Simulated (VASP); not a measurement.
Here is a VASP 6.6.1 calculation.

INCAR

```
SYSTEM = GaN
ALGO = Normal
DIPOL = 0.5 0.5 0.499
EDIFF = 1E-7
ENCUT = 520
GGA = PS
IDIPOL = 3
ISIF = 2
ISMEAR = 0
LASPH = .True.
LCHARG = .False.
LDIPOL = .True.
LREAL = .False.
LWAVE = .False.
NBANDS = 66
NELM = 100
PREC = Accurate
SIGMA = 0.05
```

Contents of KPOINTS:

```
k-points
0
Gamma
  8 5 1
  0 0 0
```

The input POSCAR:

```
GaN
1.0
    3.1825784922      0.0000000000      0.0000000000
    0.0000000000      5.1854260796      0.0000000000
    0.0000000000      0.0000000000     23.4311189222
Ga N
6 6
Direct
    0.0000000000      0.0008058929      0.3627654329
    0.5000000000      0.5008058929      0.4019753092
    0.5000000000      0.0008058929      0.4803950618
    0.0000000000      0.4984750065      0.5171938225
    0.0000000000      0.0041526098      0.6011908862
    0.5000000000      0.4697273515      0.6246857220
    0.0000000000      0.6241941071      0.3627654329
    0.5000000000      0.1241941071      0.4019753092
    0.5000000000      0.6241941071      0.4803950618
    0.0000000000      0.1231761892      0.5182986882
    0.0000000000      0.6291486226      0.5985651555
    0.5000000000      0.1235442765      0.6352733763
```

Potentials or basis: VASP PAW PBE potentials, release 64 (Ga_d, N).

Launch:

```sh
$ cat potpaw_PBE.64/Ga_d/POTCAR potpaw_PBE.64/N/POTCAR > POTCAR
$ mpirun -np 1 vasp_std > vasp.out
```

**Question.** What does it give for the band gap on the k mesh?

**Answer.** 0.74 eV.

**Question.** What does it give for the largest force?

**Answer.** 2.600 eV/Å.

Forces in eV/Å, atoms in the order of the input:
```
Ga   0.000 -2.041  1.611
Ga   0.000  1.092 -1.695
Ga   0.000 -0.352  0.328
Ga   0.000 -0.005 -0.021
Ga   0.000  0.003  0.029
Ga   0.000 -0.026 -0.003
N    0.000  0.720  0.477
N    0.000  0.508 -1.248
N    0.000  0.070  0.548
N    0.000  0.004 -0.005
N    0.000  0.006  0.013
N    0.000  0.021 -0.037
```

Caveat: the PAW data sets were made with another functional, which shifts forces and pressure a little.
